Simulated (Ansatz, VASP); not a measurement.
BeTe: VASP beside Ansatz

```
Be Te
1.0
     0.00000    2.80005    2.80005
     2.80005    0.00000    2.80005
     2.80005    2.80005    0.00000
Be Te
1 1
Direct
  0.00000 0.00000 0.00000
  0.25000 0.25000 0.25000
```

Alike in both runs: task single point; functional r2SCAN; k mesh 6 × 6 × 6; no spin polarisation.

|  | VASP | Ansatz |
| --- | --- | --- |
| version | VASP 6.6.1 | Ansatz 0.2.0 |
| potentials or method | VASP PAW PBE potentials, release 64 (Be, Te) | plane waves, PAW |
| plane-wave cutoff (eV) | 660 | 500 |
| occupations | gaussian, width 0.01 eV | fixed |
| valence electrons in the cell | 8 | 18 |

```tsv
	VASP	Ansatz	Ansatz less VASP
gap on the k mesh at the Fermi level (eV)	2.29	2.30	+0.008
pressure (GPa)	2.2	2.0	-0.21
```

VASP's potentials were made for PBE, not for r2SCAN. VASP's potentials hold 8 valence electrons a cell and Ansatz's 18, so a difference there can come from the potentials and not from the codes.

Neither program's run includes spin-orbit coupling.
